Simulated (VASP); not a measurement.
# SiO2 (P6_322) in VASP: single point with HSE06

Aim: the single point of SiO2 with HSE06.

Everything below comes from runs of VASP 6.6.1. Logs are shortened: lines on timing, memory, paths and dates and some standing lists are left out, and cuts for length are marked.

## 1. The cell of the first run

It takes space group P6_322 (No. 182, hexagonal). The conventional cell has a = 5.069 Å, b = 5.069 Å, c = 8.558 Å, α = 90.00°, β = 90.00°, γ = 120.00°. Within 2.1 Å of Si (site symmetry 3) lie 4 O at 1.60 to 1.61 Å. Within 2.1 Å of O (site symmetry 2) lie 2 Si at 1.61 Å. O (site symmetry 32) has 2 Si at 1.60 Å within 2.1 Å.

## 2. Single point, HSE06

POSCAR

```
SiO2
1.0
    5.0690738885      0.0000000000      0.0000000000
   -2.5345369442      4.3899467611      0.0000000000
    0.0000000000      0.0000000000      8.5584885400
Si O
4 8
Direct
    0.3333333333      0.6666666667      0.4371258000
    0.3333333333      0.6666666667      0.0628742000
    0.6666666667      0.3333333333      0.5628742000
    0.6666666667      0.3333333333      0.9371258000
    0.4212587450      0.0000000000      0.0000000000
    0.3333333333      0.6666666667      0.2500000000
    0.6666666667      0.3333333333      0.7500000000
    0.0000000000      0.5787412550      0.5000000000
    0.5787412550      0.5787412550      0.0000000000
    0.5787412550      0.0000000000      0.5000000000
    0.4212587450      0.4212587450      0.5000000000
    0.0000000000      0.4212587450      0.0000000000
```

INCAR.step1

```
PREC = Accurate
ENCUT = 520
EDIFF = 1E-5
ISMEAR = -1
SIGMA = 0.05
LREAL = False
LASPH = True
NELM = 120
ALGO = Normal
ISIF = 2
LWAVE = True
GGA = PE
NBANDS = 44
GGA_COMPAT = False
KPAR = 4
```

INCAR.step2

```
PREC = Accurate
ENCUT = 520
EDIFF = 1E-6
ISMEAR = -1
SIGMA = 0.05
LREAL = False
LASPH = True
NELM = 120
ALGO = Normal
ISIF = 2
LWAVE = False
LCHARG = True
GGA = PE
LHFCALC = True
HFSCREEN = 0.2079
PRECFOCK = Fast
LVHAR = True
ISTART = 1
NBANDS = 44
GGA_COMPAT = False
KPAR = 4
```

KPOINTS

```
regular mesh
0
Gamma
  4 4 2
```

Potentials or basis: VASP PAW PBE potentials, release 64 (Si, O).

Launch:

```bash
$ cat potpaw_PBE.64/Si/POTCAR potpaw_PBE.64/O/POTCAR > POTCAR
$ cp INCAR.step1 INCAR
$ mpirun -np 4 vasp_std > vasp.out
$ cp INCAR.step2 INCAR
$ mpirun -np 4 vasp_std > vasp.out
```

OUTCAR:

```text
PREC = Accurate
   ENCUT = 520
   EDIFF = 1E-6
   ISMEAR = -1
   LREAL = False
   LASPH = True
   NELM = 120
   ISIF = 2
   GGA = PE
   LHFCALC = True
   HFSCREEN = 0.2079
   PRECFOCK = Fast
   ISTART = 1

 ion  position               nearest neighbor table
   1  0.333  0.667  0.437-   6 1.60   8 1.61  10 1.61  11 1.61   3 3.12   3 3.12   3 3.12
   2  0.333  0.667  0.063-   6 1.60   5 1.61  12 1.61   9 1.61   4 3.12   4 3.12   4 3.12
   3  0.667  0.333  0.563-   7 1.60  10 1.61   8 1.61  11 1.61   1 3.12   1 3.12   1 3.12
   4  0.667  0.333  0.937-   7 1.60  12 1.61   5 1.61   9 1.61   2 3.12   2 3.12   2 3.12
   5  0.421  0.000  0.000-   2 1.61   4 1.61
   6  0.333  0.667  0.250-   1 1.60   2 1.60
   7  0.667  0.333  0.750-   3 1.60   4 1.60
   8  0.000  0.579  0.500-   1 1.61   3 1.61
   9  0.579  0.579  0.000-   4 1.61   2 1.61
  10  0.579  0.000  0.500-   3 1.61   1 1.61
  11  0.421  0.421  0.500-   1 1.61   3 1.61
  12  0.000  0.421  0.000-   4 1.61   2 1.61

  LATTYP: Found a hexagonal cell.
 ALAT       =     5.0690738885
 C/A-ratio  =     1.6883732075

  Lattice vectors:

 A1 = (   5.0690738885,   0.0000000000,   0.0000000000)
 A2 = (  -2.5345369442,   4.3899467611,   0.0000000000)
 A3 = (   0.0000000000,   0.0000000000,   8.5584885400)

Analysis of symmetry for initial positions (statically):
=====================================================================
 Subroutine PRICEL returns:
 Original cell was already a primitive cell.

 Routine SETGRP: Setting up the symmetry group for a
 hexagonal supercell.

 Subroutine GETGRP returns: Found 12 space group operations
 (whereof  6 operations were pure point group operations)
 out of a pool of 24 trial point group operations.

The static configuration has the point symmetry D_3 .
 The point group associated with its full space group is D_6 .

Analysis of symmetry for dynamics (positions and initial velocities):
=====================================================================
 Subroutine PRICEL returns:
 Original cell was already a primitive cell.

 Routine SETGRP: Setting up the symmetry group for a
 hexagonal supercell.

 Subroutine GETGRP returns: Found 12 space group operations
 (whereof  6 operations were pure point group operations)
 out of a pool of 24 trial point group operations.

The dynamic configuration has the point symmetry D_3 .
 The point group associated with its full space group is D_6 .

 Subroutine INISYM returns: Found 12 space group operations
 (whereof  6 operations are pure point group operations),
 and found     1 'primitive' translations

----------------------------------------------------------------------------------------

                                     Primitive cell

  volume of cell :     190.4517

  direct lattice vectors                    reciprocal lattice vectors
     5.069073889  0.000000000  0.000000000     0.197274694  0.113896598  0.000000000
    -2.534536944  4.389946761  0.000000000     0.000000000  0.227793195  0.000000000
     0.000000000  0.000000000  8.558488540     0.000000000  0.000000000  0.116843061

  length of vectors
     5.069073889  5.069073888  8.558488540     0.227793195  0.227793195  0.116843061

  position of ions in fractional coordinates (direct lattice)
     0.333333333  0.666666667  0.437125800
     0.333333333  0.666666667  0.062874200
     0.666666667  0.333333333  0.562874200
     0.666666667  0.333333333  0.937125800
     0.421258745  0.000000000  0.000000000
     0.333333333  0.666666667  0.250000000
     0.666666667  0.333333333  0.750000000
     0.000000000  0.578741255  0.500000000
     0.578741255  0.578741255  0.000000000
     0.578741255  0.000000000  0.500000000
     0.421258745  0.421258745  0.500000000
     0.000000000  0.421258745  0.000000000

  ion indices of the primitive-cell ions
   primitive index   ion index
                 1           1
                 2           2
                 3           3
                 4           4
                 5           5
                 6           6
                 7           7
                 8           8
                 9           9
                10          10
                11          11
                12          12

----------------------------------------------------------------------------------------

 KPOINTS: regular mesh

Automatic generation of k-mesh.
 Grid dimensions read from file:
 generate k-points for:    4    4    2

 Generating k-lattice:

  Cartesian coordinates                     Fractional coordinates (reciprocal lattice)
     0.049318673  0.028474149  0.000000000     0.250000000  0.000000000  0.000000000
     0.000000000  0.056948299  0.000000000     0.000000000  0.250000000  0.000000000
     0.000000000  0.000000000  0.058421531     0.000000000  0.000000000  0.500000000

  Length of vectors
     0.056948299  0.056948299  0.058421531

  Shift w.r.t. Gamma in fractional coordinates (k-lattice)
     0.000000000  0.000000000  0.000000000

 Subroutine IBZKPT returns following result:
 ===========================================

 Found      8 irreducible k-points:

 Following reciprocal coordinates:
            Coordinates               Weight
  0.000000  0.000000  0.000000      1.000000
  0.250000 -0.000000  0.000000      6.000000
  0.500000 -0.000000  0.000000      3.000000
  0.250000  0.250000  0.000000      6.000000
  0.000000  0.000000  0.500000      1.000000
  0.250000 -0.000000  0.500000      6.000000
  0.500000 -0.000000  0.500000      3.000000
  0.250000  0.250000  0.500000      6.000000
   k-points           NKPTS =      8   k-points in BZ     NKDIM =     32   number of bands    NBANDS=     44
   number of dos      NEDOS =    301   number of ions     NIONS =     12
   total plane-waves  NPLWV = 102400
   dimension x,y,z NGX =    40 NGY =   40 NGZ =   64
   dimension x,y,z NGXF=    80 NGYF=   80 NGZF=  128
   ions per type =               4   8
   NGX,Y,Z   is equivalent  to a cutoff of  13.12, 13.12, 12.43 a.u.
   NGXF,Y,Z  is equivalent  to a cutoff of  26.24, 26.24, 24.86 a.u.
 SYSTEM =  unknown system
   PREC   = accura    normal or accurate (medium, high low for compatibility)
   ISTART =      1    job   : 0-new  1-cont  2-samecut
   ICHARG =      0    charge: 1-file 2-atom 10-const
   ISPIN  =      1    spin polarized calculation?
   LNONCOLLINEAR =      F non collinear calculations
   LSORBIT =      F    spin-orbit coupling
   LASPH  =      T    aspherical Exc in radial PAW
   ENCUT  =  520.0 eV  38.22 Ry    6.18 a.u.   9.43  9.43 15.91*2*pi/ulx,y,z
   NELM   =    120;   NELMIN=  2; NELMDL=  0     # of ELM steps
   EDIFF  = 0.1E-05   stopping-criterion for ELM
   LREAL  =      F    real-space projection
   EDIFFG = 0.1E-04   stopping-criterion for IOM
   NSW    =      0    number of steps for IOM
   IBRION =     -1    ionic relax: 0-MD 1-quasi-New 2-CG
   NFREE  =      0    steps in history (QN), initial steepest desc. (CG)
   ISIF   =      2    stress and relaxation
   ISYM   =      3    0-nonsym 1-usesym 2-fastsym
   POTIM  = 0.5000    time-step for ionic-motion
   TEBEG  =    0.0;   TEEND  =   0.0 temperature during run
   PSTRESS=    0.0 pullay stress
   NELECT =      64.0000    total number of electrons
   NUPDOWN=      -1.0000    fix difference up-down
   EMIN   =  10.00;   EMAX   =-10.00  energy-range for DOS
   EFERMI =   0.00;   METHOD = LEGACY
   ISMEAR =    -1;   SIGMA  =   0.05  broadening in eV -4-tet -1-fermi 0-gaus
   EFERMI_NEDOS =   21; number of points for ismear=-14 and -15
   IALGO  =     38    algorithm
   IMIX   =      1    mixing-type and parameters
     AMIX     =   0.40;   BMIX     =  1.00
     AMIX_MAG =   1.60;   BMIX_MAG =  1.00
  volume/ion in A,a.u.               =      15.87       107.10
  Fermi-wavevector in a.u.,A,eV,Ry     =   1.138168  2.150826 17.625357  1.295427
  Thomas-Fermi vector in A             =   2.274873
   LORBIT       =      0    0 simple, 1 ext, 2 COOP (PROOUT), +10 PAW based schemes
   GGA     = PE    functional components
   LHFCALC =     T    Hartree Fock is set to
   PRECFOCK=fast      Normal, Fast or Accurate (Low or Medium for compatibility)
   ENCUT4O =  -1.0   cutoff for four orbital integrals eV
   NKREDX  =     1    reduce k-point grid by
   NKREDY  =     1    reduce k-point grid by
   NKREDZ  =     1    reduce k-point grid by
   AEXX    =    0.2500 exact exchange contribution
   HFSCREEN=    0.2079 screening length (either q_TF or 0.3 A-1)
   HFSCREENC=   0.2079 screening length for correlation (either q_TF or 0.3 A-1)
   ENCUTFOCK=  -1.0 apply spherical cutoff to Coloumb kernel
   IVDW    =     0    specifies the selected vdW correction
   LEPSILON=     F    determine dielectric tensor
   LRPA    =     F    only Hartree local field effects (RPA)
 non-spin polarized calculation
  energy-cutoff  :      520.00
  volume of cell :      190.45
 maximum number of plane-waves:      5179
 NGX is ok and might be reduce to    40
  NGX = 20; NGY = 20; NGZ = 36

 number of electron      63.9999969 magnetization

 Free energy of the ion-electron system (eV)
  ---------------------------------------------------
  ext. energy  EPLUGINS =         0.00000000
  ---------------------------------------------------
  free energy    TOTEN  =      -116.71125940 eV

  energy without entropy =     -116.71125940  energy(sigma->0) =     -116.71125940

 E-fermi :  -0.6257     XC(G=0):  -6.4946

 val. band max:       -1.8683917919   @ k =   0.5000  -0.0000   0.0000
 cond. band min:       5.4768171784   @ k =   0.0000   0.0000   0.0000
 fundamental gap:      7.3452089704
 Fermi energy:        -0.6257350027

 k-point     1 :       0.0000    0.0000    0.0000
  band No.  band energies     occupation
      1     -22.8702      2.00000
      2     -22.4404      2.00000
      3     -21.3958      2.00000
      4     -20.7159      2.00000
      5     -20.6996      2.00000
      6     -20.6996      2.00000
[... 36 lines left out ...]
     43      12.1189      0.00000
     44      12.1235      0.00000

 k-point     2 :       0.2500   -0.0000    0.0000
  band No.  band energies     occupation
      1     -22.7023      2.00000
      2     -22.2551      2.00000
      3     -21.6005      2.00000
      4     -20.9680      2.00000
      5     -20.7268      2.00000
      6     -20.7193      2.00000
[... 36 lines left out ...]
     43      11.2115      0.00000
     44      11.6658      0.00000

 k-point     3 :       0.5000   -0.0000    0.0000
  band No.  band energies     occupation
      1     -22.4153      2.00000
      2     -21.9325      2.00000
      3     -21.9320      2.00000
      4     -21.3816      2.00000
      5     -20.7420      2.00000
      6     -20.7244      2.00000
[... 36 lines left out ...]
     43      11.0390      0.00000
     44      11.4965      0.00000

 k-point     4 :       0.2500    0.2500    0.0000
  band No.  band energies     occupation
      1     -22.4183      2.00000
      2     -21.9368      2.00000
      3     -21.9271      2.00000
      4     -21.3697      2.00000
      5     -20.7354      2.00000
      6     -20.7329      2.00000
[... 36 lines left out ...]
     43      11.1366      0.00000
     44      11.5460      0.00000

 k-point     5 :       0.0000    0.0000    0.5000
  band No.  band energies     occupation
      1     -22.6956      2.00000
      2     -22.6956      2.00000
      3     -21.0194      2.00000
      4     -21.0194      2.00000
      5     -20.6954      2.00000
      6     -20.6954      2.00000
[... 36 lines left out ...]
     43      11.7001      0.00000
     44      11.7064      0.00000

 k-point     6 :       0.2500   -0.0000    0.5000
  band No.  band energies     occupation
      1     -22.5316      2.00000
      2     -22.5316      2.00000
      3     -21.2369      2.00000
      4     -21.2369      2.00000
      5     -20.7190      2.00000
      6     -20.7190      2.00000
[... 36 lines left out ...]
     43      11.3267      0.00000
     44      11.3267      0.00000

 k-point     7 :       0.5000   -0.0000    0.5000
  band No.  band energies     occupation
      1     -22.2781      2.00000
      2     -22.2781      2.00000
      3     -21.5555      2.00000
      4     -21.5555      2.00000
      5     -20.7306      2.00000
      6     -20.7306      2.00000
[... 36 lines left out ...]
     43      11.1528      0.00000
     44      11.1528      0.00000

 k-point     8 :       0.2500    0.2500    0.5000
  band No.  band energies     occupation
      1     -22.2805      2.00000
      2     -22.2805      2.00000
      3     -21.5490      2.00000
      4     -21.5490      2.00000
      5     -20.7293      2.00000
      6     -20.7293      2.00000
[... 36 lines left out ...]
     43      11.1995      0.00000
     44      11.1995      0.00000

------------------------ aborting loop because EDIFF is reached ----------------------------------------

  FORCE on cell =-STRESS in cart. coord.  units (eV):
  Direction    XX          YY          ZZ          XY          YZ          ZX
  --------------------------------------------------------------------------------------
  -------------------------------------------------------------------------------------
  Total       -0.1833313     -0.1833313     -0.1722377     -0.0000000      0.0000000      0.0000000
  in kB       -1.5422761     -1.5422761     -1.4489515     -0.0000000      0.0000000      0.0000000
  external PRESSURE =      -1.5111679 kB  Pullay stress =       0.0000000 kB

 VOLUME and BASIS-vectors are now :
 -----------------------------------------------------------------------------
  energy-cutoff  :      520.00
  volume of cell :      190.45
      direct lattice vectors                 reciprocal lattice vectors
     5.069073889  0.000000000  0.000000000     0.197274694  0.113896598  0.000000000
    -2.534536944  4.389946761  0.000000000     0.000000000  0.227793195  0.000000000
     0.000000000  0.000000000  8.558488540     0.000000000  0.000000000  0.116843061

 POSITION                                       TOTAL-FORCE (eV/Angst)
 -----------------------------------------------------------------------------------
     -0.00000      2.92663      3.74114        -0.000000     -0.000000      0.002336
     -0.00000      2.92663      0.53811        -0.000000      0.000000     -0.002336
      2.53454      1.46332      4.81735        -0.000000      0.000000     -0.002336
      2.53454      1.46332      8.02038        -0.000000      0.000000      0.002336
      2.13539      0.00000      0.00000         0.032187     -0.000000     -0.000000
     -0.00000      2.92663      2.13962        -0.000000      0.000000     -0.000000
      2.53454      1.46332      6.41887        -0.000000     -0.000000      0.000000
     -1.46684      2.54064      4.27924         0.016093     -0.027874     -0.000000
      1.46684      2.54064      0.00000        -0.016093     -0.027874      0.000000
      2.93368      0.00000      4.27924        -0.032187      0.000000      0.000000
      1.06770      1.84930      4.27924         0.016093      0.027874     -0.000000
     -1.06770      1.84930      0.00000        -0.016093      0.027874     -0.000000
 -----------------------------------------------------------------------------------
    total drift:                                0.000002     -0.000007      0.000001

  FREE ENERGIE OF THE ION-ELECTRON SYSTEM (eV)
  ---------------------------------------------------
  free  energy   TOTEN  =      -116.7112594002 eV

  energy  without entropy=     -116.7112594002  energy(sigma->0) =     -116.71125940
```

Run time: 8.9 min. Hardware: 4 MPI ranks of Intel Xeon Platinum 8375C at 2.90GHz (Ice Lake), shared host; peak memory 0.45 GiB.

Results:

| Property | Result |
| --- | --- |
| Free energy | -116.7113 eV |
| Pressure | -0.2 GPa |
| Largest force | 0.032 eV/Å |
| Band gap on the k mesh | 7.35 eV (least direct gap 7.36 eV) |

Forces on the atoms (eV/Å):
```
Si   0.000  0.000  0.002
Si   0.000  0.000 -0.002
Si   0.000  0.000 -0.002
Si   0.000  0.000  0.002
O    0.032  0.000  0.000
O    0.000  0.000  0.000
O    0.000  0.000  0.000
O    0.016 -0.028  0.000
O   -0.016 -0.028  0.000
O   -0.032  0.000  0.000
O    0.016  0.028  0.000
O   -0.016  0.028  0.000
```

Levels at points of the mesh, in eV from the valence-band top:
```tsv
k point	band 29	band 30	band 31	band 32	band 33	band 34	band 35	band 36
(0.00, 0.00, 0.00)	-0.70	-0.65	-0.02	-0.02	7.35	9.82	10.00	10.83
(0.50, 0.00, 0.00)	-0.96	-0.77	-0.63	0.00	9.74	10.00	10.56	11.27
(0.00, 0.00, 0.50)	-0.64	-0.64	-0.18	-0.18	8.15	8.15	11.26	11.26
(0.50, 0.00, 0.50)	-0.75	-0.75	-0.35	-0.35	10.17	10.17	10.30	10.30
```

Caveat: the PAW data sets were made with another functional, which shifts forces and pressure a little. A k mesh can miss the band edges.
